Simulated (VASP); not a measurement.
# MgO (I4/mmm) in VASP: a series of runs

Runs on MgO. Level: PBE. Tasks: single point.

All numbers are computed with VASP 6.6.1; they aren't measurements. Logs are shortened: lines on timing, memory, paths and dates and some standing lists are left out, and cuts for length are marked.

## 1. The cell of the first run

It takes space group I4/mmm (No. 139, tetragonal). Conventional cell: a = 3.003 Å, b = 3.003 Å, c = 4.180 Å, α = 90.00°, β = 90.00°, γ = 90.00°. Mg (site symmetry 4/mmm) has 6 O at 2.09 to 2.12 Å within 2.8 Å. O (site symmetry 4/mmm) has 6 Mg at 2.09 to 2.12 Å within 2.8 Å.

## 2. Single point, PBE (epitaxial xy strain +1.0%)

Input file INCAR:

```
SYSTEM = MgO
PREC = Accurate ; ENCUT = 520
EDIFF = 1E-6 ; ISMEAR = -1
SIGMA = 0.02 ; LREAL = .FALSE.
LASPH = .TRUE. ; NELM = 80
ALGO = Normal ; ISIF = 2
LWAVE = .FALSE. ; LCHARG = .FALSE.
GGA = PE ; NBANDS = 11
```

Input file KPOINTS:

```
regular mesh
0
G
  10 10 10
  0 0 0
```

Input file POSCAR:

```
MgO
1.0
    0.0000000000      2.1231890896      2.0897899895
    2.1231890896      0.0000000000      2.0897899895
    2.1231890896      2.1231890896      0.0000000000
Mg O
1 1
Direct
    0.0000000000      0.0000000000      0.0000000000
    0.5000000000      0.5000000000      0.5000000000
```

Potentials or basis: VASP PAW PBE potentials, release 64 (Mg, O).

Launch:

```console
cat potpaw_PBE.64/Mg/POTCAR potpaw_PBE.64/O/POTCAR > POTCAR
mpirun -np 1 vasp_std > vasp.out
```

OUTCAR:

```text
SYSTEM = MgO
   PREC = Accurate
   ENCUT = 520
   EDIFF = 1E-6
   ISMEAR = -1
   LREAL = .FALSE.
   LASPH = .TRUE.
   NELM = 80
   ISIF = 2
   GGA = PE

 ion  position               nearest neighbor table
   1  0.000  0.000  0.000-   2 2.09   2 2.09   2 2.12   2 2.12   2 2.12   2 2.12
   2  0.500  0.500  0.500-   1 2.09   1 2.09   1 2.12   1 2.12   1 2.12   1 2.12

  LATTYP: Found a body centered tetragonal cell.
 ALAT       =     3.0026428060
 C/A-ratio  =     1.3919670933

  Lattice vectors:

 A1 = (   0.0000000000,  -2.1231890896,  -2.0897899895)
 A2 = (   0.0000000000,   2.1231890896,  -2.0897899895)
 A3 = (   2.1231890896,   0.0000000000,   2.0897899895)

Analysis of symmetry for initial positions (statically):
=====================================================================
 Subroutine PRICEL returns:
 Original cell was already a primitive cell.

 Routine SETGRP: Setting up the symmetry group for a
 body centered tetragonal supercell.

 Subroutine GETGRP returns: Found 16 space group operations
 (whereof 16 operations were pure point group operations)
 out of a pool of 16 trial point group operations.

The static configuration has the point symmetry D_4h.

Analysis of symmetry for dynamics (positions and initial velocities):
=====================================================================
 Subroutine PRICEL returns:
 Original cell was already a primitive cell.

 Routine SETGRP: Setting up the symmetry group for a
 body centered tetragonal supercell.

 Subroutine GETGRP returns: Found 16 space group operations
 (whereof 16 operations were pure point group operations)
 out of a pool of 16 trial point group operations.

The dynamic configuration has the point symmetry D_4h.

 Subroutine INISYM returns: Found 16 space group operations
 (whereof 16 operations are pure point group operations),
 and found     1 'primitive' translations

----------------------------------------------------------------------------------------

                                     Primitive cell

  volume of cell :      18.8413

  direct lattice vectors                    reciprocal lattice vectors
     0.000000000  2.123189090  2.089789989    -0.235494805  0.235494805  0.239258491
     2.123189090  0.000000000  2.089789989     0.235494805 -0.235494805  0.239258491
     2.123189090  2.123189090  0.000000000     0.235494805  0.235494805 -0.239258491

  length of vectors
     2.979119687  2.979119687  3.002642806     0.410073447  0.410073447  0.410073447

  position of ions in fractional coordinates (direct lattice)
     0.000000000  0.000000000  0.000000000
     0.500000000  0.500000000  0.500000000

  ion indices of the primitive-cell ions
   primitive index   ion index
                 1           1
                 2           2

----------------------------------------------------------------------------------------

 KPOINTS: regular mesh

Automatic generation of k-mesh.
 Grid dimensions read from file:
 generate k-points for:   10   10   10

 Generating k-lattice:

  Cartesian coordinates                     Fractional coordinates (reciprocal lattice)
    -0.023549480  0.023549480  0.023925849     0.100000000  0.000000000  0.000000000
     0.023549480 -0.023549480  0.023925849     0.000000000  0.100000000  0.000000000
     0.023549480  0.023549480 -0.023925849     0.000000000  0.000000000  0.100000000

  Length of vectors
     0.041007345  0.041007345  0.041007345

  Shift w.r.t. Gamma in fractional coordinates (k-lattice)
     0.000000000  0.000000000  0.000000000

 Subroutine IBZKPT returns following result:
 ===========================================

 Found    102 irreducible k-points:

 Following reciprocal coordinates:
            Coordinates               Weight
  0.000000  0.000000  0.000000      1.000000
  0.100000  0.000000  0.000000      8.000000
  0.200000  0.000000  0.000000      8.000000
  0.300000  0.000000  0.000000      8.000000
  0.400000  0.000000  0.000000      8.000000
  0.500000  0.000000  0.000000      4.000000
[... 16 lines left out ...]
  0.300000  0.300000  0.000000      2.000000
  0.400000  0.300000  0.000000      8.000000
 [... further k-points ...]
   k-points           NKPTS =    102   k-points in BZ     NKDIM =    102   number of bands    NBANDS=     11
   number of dos      NEDOS =    301   number of ions     NIONS =      2
   total plane-waves  NPLWV =  13824
   dimension x,y,z NGX =    24 NGY =   24 NGZ =   24
   dimension x,y,z NGXF=    48 NGYF=   48 NGZF=   48
   ions per type =               1   1
   NGX,Y,Z   is equivalent  to a cutoff of  13.39, 13.39, 13.29 a.u.
   NGXF,Y,Z  is equivalent  to a cutoff of  26.79, 26.79, 26.58 a.u.
 SYSTEM =  MgO
   PREC   = accura    normal or accurate (medium, high low for compatibility)
   ISTART =      0    job   : 0-new  1-cont  2-samecut
   ICHARG =      2    charge: 1-file 2-atom 10-const
   ISPIN  =      1    spin polarized calculation?
   LNONCOLLINEAR =      F non collinear calculations
   LSORBIT =      F    spin-orbit coupling
   LASPH  =      T    aspherical Exc in radial PAW
   ENCUT  =  520.0 eV  38.22 Ry    6.18 a.u.   5.54  5.54  5.58*2*pi/ulx,y,z
   NELM   =     80;   NELMIN=  2; NELMDL= -5     # of ELM steps
   EDIFF  = 0.1E-05   stopping-criterion for ELM
   LREAL  =      F    real-space projection
   EDIFFG = 0.1E-04   stopping-criterion for IOM
   NSW    =      0    number of steps for IOM
   IBRION =     -1    ionic relax: 0-MD 1-quasi-New 2-CG
   NFREE  =      0    steps in history (QN), initial steepest desc. (CG)
   ISIF   =      2    stress and relaxation
   ISYM   =      2    0-nonsym 1-usesym 2-fastsym
   POTIM  = 0.5000    time-step for ionic-motion
   TEBEG  =    0.0;   TEEND  =   0.0 temperature during run
   PSTRESS=    0.0 pullay stress
   NELECT =       8.0000    total number of electrons
   NUPDOWN=      -1.0000    fix difference up-down
   EMIN   =  10.00;   EMAX   =-10.00  energy-range for DOS
   EFERMI =   0.00;   METHOD = LEGACY
   ISMEAR =    -1;   SIGMA  =   0.02  broadening in eV -4-tet -1-fermi 0-gaus
   EFERMI_NEDOS =   21; number of points for ismear=-14 and -15
   IALGO  =     38    algorithm
   IMIX   =      4    mixing-type and parameters
     AMIX     =   0.40;   BMIX     =  1.00
     AMIX_MAG =   1.60;   BMIX_MAG =  1.00
  volume/ion in A,a.u.               =       9.42        63.57
  Fermi-wavevector in a.u.,A,eV,Ry     =   1.230462  2.325236 20.599716  1.514036
  Thomas-Fermi vector in A             =   2.365310
   LORBIT       =      0    0 simple, 1 ext, 2 COOP (PROOUT), +10 PAW based schemes
   GGA     = PE    functional components
   LHFCALC =     F    Hartree Fock is set to
   AEXX    =    0.0000 exact exchange contribution
   IVDW    =     0    specifies the selected vdW correction
   LEPSILON=     F    determine dielectric tensor
   LRPA    =     F    only Hartree local field effects (RPA)
 non-spin polarized calculation
  energy-cutoff  :      520.00
  volume of cell :       18.84
 maximum number of plane-waves:       532
 NGX is ok and might be reduce to    24
   NGX = 11   NGY = 11   NGZ = 11

 number of electron       8.0000005 magnetization

 Free energy of the ion-electron system (eV)
  ---------------------------------------------------
  ext. energy  EPLUGINS =         0.00000000
  ---------------------------------------------------
  free energy    TOTEN  =       -11.90696148 eV

  energy without entropy =      -11.90696148  energy(sigma->0) =      -11.90696148

 E-fermi :   3.5558     XC(G=0): -11.0381

 val. band max:        3.1350965885   @ k =   0.0000   0.0000   0.0000
 cond. band min:       7.7658932120   @ k =   0.0000   0.0000   0.0000
 fundamental gap:      4.6307966235
 Fermi energy:         3.5558028033

 k-point     1 :       0.0000    0.0000    0.0000
  band No.  band energies     occupation
      1     -14.0973      2.00000
      2       3.0988      2.00000
      3       3.1351      2.00000
      4       3.1351      2.00000
      5       7.7659      0.00000
      6      18.8228      0.00000
      7      18.8228      0.00000
      8      18.9881      0.00000
      9      22.7729      0.00000
     10      24.2768      0.00000
     11      24.7975      0.00000

 k-point     2 :       0.1000    0.0000    0.0000
  band No.  band energies     occupation
      1     -13.9931      2.00000
      2       2.4722      2.00000
      3       3.0480      2.00000
      4       3.0654      2.00000
      5       8.3956      0.00000
      6      17.6292      0.00000
      7      19.0547      0.00000
      8      19.1742      0.00000
      9      23.5705      0.00000
     10      24.0139      0.00000
     11      24.4182      0.00000

 k-point     3 :       0.2000    0.0000    0.0000
  band No.  band energies     occupation
      1     -13.7067      2.00000
      2       1.1604      2.00000
      3       2.8866      2.00000
      4       2.8891      2.00000
      5       9.5929      0.00000
      6      16.1142      0.00000
      7      19.4950      0.00000
      8      19.6768      0.00000
      9      22.9400      0.00000
     10      23.2607      0.00000
     11      25.2599      0.00000

 k-point     4 :       0.3000    0.0000    0.0000
  band No.  band energies     occupation
      1     -13.3208      2.00000
      2      -0.1484      2.00000
      3       2.6821      2.00000
      4       2.6966      2.00000
      5      10.5382      0.00000
      6      15.4093      0.00000
      7      19.5371      0.00000
      8      19.8375      0.00000
      9      23.4659      0.00000
     10      23.6242      0.00000
     11      24.6502      0.00000

 k-point     5 :       0.4000    0.0000    0.0000
  band No.  band energies     occupation
      1     -12.9756      2.00000
      2      -1.1030      2.00000
      3       2.5224      2.00000
      4       2.5496      2.00000
      5      10.9092      0.00000
      6      15.4741      0.00000
      7      19.2901      0.00000
      8      19.6418      0.00000
      9      24.0734      0.00000
     10      24.7378      0.00000
     11      24.8699      0.00000
[... 211 lines left out ...]
 k-point    21 :      -0.3000    0.2000    0.0000
  band No.  band energies     occupation
      1     -12.9046      2.00000
      2      -0.4867      2.00000
      3       1.3397      2.00000
      4       2.4629      2.00000
      5      12.3060      0.00000
      6      15.0709      0.00000
      7      17.2123      0.00000
      8      20.2116      0.00000
      9      23.2295      0.00000
     10      24.0525      0.00000
     11      28.2410      0.00000

 k-point    22 :      -0.2000    0.2000    0.0000
  band No.  band energies     occupation
      1     -13.2145      2.00000
      2       0.0886      2.00000
      3       1.7883      2.00000
      4       2.6791      2.00000
      5      11.4845      0.00000
      6      15.0652      0.00000
      7      18.1226      0.00000
      8      20.6604      0.00000
      9      21.4561      0.00000
     10      24.3895      0.00000
     11      28.0548      0.00000

 k-point    23 :       0.3000    0.3000    0.0000
  band No.  band energies     occupation
      1     -13.0993      2.00000
      2      -0.0038      2.00000
      3       2.1661      2.00000
      4       2.1661      2.00000
      5      11.8868      0.00000
      6      13.4623      0.00000
      7      17.6452      0.00000
      8      20.8507      0.00000
      9      20.8507      0.00000
     10      27.0020      0.00000
     11      30.5606      0.00000

 k-point    24 :       0.4000    0.3000    0.0000
  band No.  band energies     occupation
      1     -12.8551      2.00000
      2      -0.4162      2.00000
      3       1.8101      2.00000
      4       2.0146      2.00000
      5      12.6014      0.00000
      6      13.1919      0.00000
      7      16.7886      0.00000
      8      21.0705      0.00000
      9      21.3014      0.00000
     10      27.7790      0.00000
     11      30.1054      0.00000

 [... further k-points ...]
[... 5 lines left out ...]
  --------------------------------------------------------------------------------------
  -------------------------------------------------------------------------------------
  Total        0.1790879      0.1790879      0.5673576      0.0000000      0.0000000      0.0000000
  in kB       15.2288383     15.2288383     48.2455740      0.0000000      0.0000000      0.0000000
  external PRESSURE =      26.2344169 kB  Pullay stress =       0.0000000 kB

 VOLUME and BASIS-vectors are now :
 -----------------------------------------------------------------------------
  energy-cutoff  :      520.00
  volume of cell :       18.84
      direct lattice vectors                 reciprocal lattice vectors
     0.000000000  2.123189090  2.089789989    -0.235494805  0.235494805  0.239258491
     2.123189090  0.000000000  2.089789989     0.235494805 -0.235494805  0.239258491
     2.123189090  2.123189090  0.000000000     0.235494805  0.235494805 -0.239258491

 POSITION                                       TOTAL-FORCE (eV/Angst)
 -----------------------------------------------------------------------------------
      0.00000      0.00000      0.00000         0.000000      0.000000     -0.000000
      2.12319      2.12319      2.08979         0.000000     -0.000000      0.000000
 -----------------------------------------------------------------------------------
    total drift:                               -0.000000     -0.000000      0.000000

  FREE ENERGIE OF THE ION-ELECTRON SYSTEM (eV)
  ---------------------------------------------------
  free  energy   TOTEN  =       -11.9069614783 eV

  energy  without entropy=      -11.9069614783  energy(sigma->0) =      -11.90696148
```

It took 28 s on 1 thread of AMD EPYC 7R13 (Zen 3), shared host; peak memory 0.12 GiB.

Results:

- Free energy: -11.9070 eV
- Pressure: 2.6 GPa
- Band gap on the k mesh: 4.63 eV, direct

Levels at points of the mesh, in eV from the valence-band top:
| k point | band 2 | band 3 | band 4 | band 5 | band 6 | band 7 |
| --- | --- | --- | --- | --- | --- | --- |
| (0.00, 0.00, 0.00) | -0.04 | 0.00 | 0.00 | 4.63 | 15.69 | 15.69 |
| (0.50, 0.00, 0.00) | -4.59 | -0.67 | -0.64 | 7.83 | 12.50 | 16.04 |
| (0.50, 0.50, 0.00) | -4.02 | -1.39 | -1.39 | 8.99 | 9.86 | 13.14 |
| (0.50, 0.00, 0.50) | -4.08 | -1.37 | -1.28 | 9.16 | 9.87 | 12.93 |

Caveat: the cell differs from its parent crystal (epitaxial xy strain +1.0%).

## 3. Single point, PBE (epitaxial xy strain +2.0%)

Input file INCAR:

```
ALGO = Normal
EDIFF = 1E-7
ENCUT = 520
GGA = PE
ISIF = 2
ISMEAR = -1
LASPH = T
LCHARG = T
LELF = T
LREAL = F
LVHAR = T
LWAVE = F
NBANDS = 11
NELM = 80
PREC = Accurate
SIGMA = 0.02
```

Input file KPOINTS:

```
k-points
0
Gamma
  10 10 10
```

Input file POSCAR:

```
MgO
1.0
    0.0000000000      2.1442107638      2.0779648331
    2.1442107638      0.0000000000      2.0779648331
    2.1442107638      2.1442107638      0.0000000000
Mg O
1 1
Direct
    0.0000000000      0.0000000000      0.0000000000
    0.5000000000      0.5000000000      0.5000000000
```

Potentials or basis: VASP PAW PBE potentials, release 64 (Mg, O).

Launch:

```console
cat potpaw_PBE.64/Mg/POTCAR potpaw_PBE.64/O/POTCAR > POTCAR
mpirun -np 1 vasp_std > vasp.out
```

OUTCAR:

```text
EDIFF = 1E-7
   ENCUT = 520
   GGA = PE
   ISIF = 2
   ISMEAR = -1
   LASPH = T
   LREAL = F
   NELM = 80
   PREC = Accurate

 ion  position               nearest neighbor table
   1  0.000  0.000  0.000-   2 2.08   2 2.08   2 2.14   2 2.14   2 2.14   2 2.14
   2  0.500  0.500  0.500-   1 2.08   1 2.08   1 2.14   1 2.14   1 2.14   1 2.14

  LATTYP: Found a body centered tetragonal cell.
 ALAT       =     3.0323719428
 C/A-ratio  =     1.3705210788

  Lattice vectors:
[... 513 lines left out ...]
      4       1.8938      2.00000
      5      12.3548      0.00000
      6      12.9615      0.00000
      7      16.6921      0.00000
      8      20.6661      0.00000
      9      20.9185      0.00000
     10      27.3819      0.00000
     11      29.8950      0.00000

 [... further k-points ...]
[... 5 lines left out ...]
  --------------------------------------------------------------------------------------
  -------------------------------------------------------------------------------------
  Total       -0.1687955     -0.1687955      0.5713124      0.0000000     -0.0000000     -0.0000000
  in kB      -14.1536437    -14.1536437     47.9050318      0.0000000     -0.0000000     -0.0000000
  external PRESSURE =       6.5325815 kB  Pullay stress =       0.0000000 kB

 VOLUME and BASIS-vectors are now :
 -----------------------------------------------------------------------------
  energy-cutoff  :      520.00
  volume of cell :       19.11
      direct lattice vectors                 reciprocal lattice vectors
     0.000000000  2.144210764  2.077964833    -0.233186032  0.233186032  0.240620049
     2.144210764  0.000000000  2.077964833     0.233186032 -0.233186032  0.240620049
     2.144210764  2.144210764  0.000000000     0.233186032  0.233186032 -0.240620049

 POSITION                                       TOTAL-FORCE (eV/Angst)
 -----------------------------------------------------------------------------------
      0.00000      0.00000      0.00000         0.000000     -0.000000     -0.000000
      2.14421      2.14421      2.07796        -0.000000      0.000000      0.000000
 -----------------------------------------------------------------------------------
    total drift:                               -0.000000     -0.000000      0.000000

  FREE ENERGIE OF THE ION-ELECTRON SYSTEM (eV)
  ---------------------------------------------------
  free  energy   TOTEN  =       -11.9041307347 eV

  energy  without entropy=      -11.9041307347  energy(sigma->0) =      -11.90413073
```

OSZICAR:

```text
N       E                     dE             d eps       ncg     rms          rms(c)
DAV:   1     0.126242339094E+02    0.12624E+02   -0.46600E+03  2612   0.645E+02
DAV:   2    -0.129261272297E+02   -0.25550E+02   -0.24879E+02  2563   0.133E+02
DAV:   3    -0.134656205851E+02   -0.53949E+00   -0.53918E+00  2709   0.166E+01
DAV:   4    -0.134669810983E+02   -0.13605E-02   -0.13605E-02  2469   0.958E-01
DAV:   5    -0.134669856232E+02   -0.45250E-05   -0.45250E-05  2655   0.541E-02    0.721E+00
DAV:   6    -0.119223232083E+02    0.15447E+01   -0.89665E+00  2349   0.163E+01    0.225E+00
DAV:   7    -0.119101010445E+02    0.12222E-01   -0.65439E-02  2475   0.217E+00    0.135E+00
DAV:   8    -0.119046224983E+02    0.54785E-02   -0.30087E-02  2370   0.193E+00    0.257E-01
DAV:   9    -0.119041537304E+02    0.46877E-03   -0.74967E-04  2568   0.188E-01    0.140E-01
DAV:  10    -0.119041283845E+02    0.25346E-04   -0.59461E-04  2496   0.178E-01    0.958E-03
DAV:  11    -0.119041308840E+02   -0.24995E-05   -0.30512E-06  2613   0.147E-02    0.576E-03
DAV:  12    -0.119041307557E+02    0.12826E-06   -0.58065E-07  2559   0.584E-03    0.901E-04
DAV:  13    -0.119041307347E+02    0.21060E-07   -0.11496E-07  1350   0.192E-03
   1 F= -.11904131E+02 E0= -.11904131E+02  d E =-.306160E-11
```

Wall time 36 s (1 thread of AMD EPYC 7R13 (Zen 3), shared host); peak memory 0.12 GiB.

Results:

* Free energy: -11.9041 eV
* Pressure: 0.7 GPa
* Band gap on the k mesh: 4.48 eV, direct

Stress tensor (GPa, compression positive):
```
-1.42  0.00  0.00
 0.00 -1.42  0.00
 0.00  0.00  4.79
```

Levels at points of the mesh, in eV from the valence-band top:
| k point | band 1 | band 2 | band 3 | band 4 | band 5 | band 6 | band 7 | band 8 |
| --- | --- | --- | --- | --- | --- | --- | --- | --- |
| (0.00, 0.00, 0.00) | -17.18 | -0.08 | 0.00 | 0.00 | 4.48 | 15.55 | 15.55 | 15.88 |
| (0.50, 0.00, 0.00) | -15.95 | -4.54 | -0.68 | -0.63 | 7.73 | 12.32 | 15.72 | 16.43 |
| (0.50, 0.50, 0.00) | -15.64 | -3.94 | -1.43 | -1.43 | 8.86 | 9.69 | 13.12 | 18.37 |
| (0.50, 0.00, 0.50) | -15.72 | -4.05 | -1.39 | -1.20 | 9.19 | 9.72 | 12.70 | 18.44 |

Caveat: the cell differs from its parent crystal (epitaxial xy strain +2.0%).
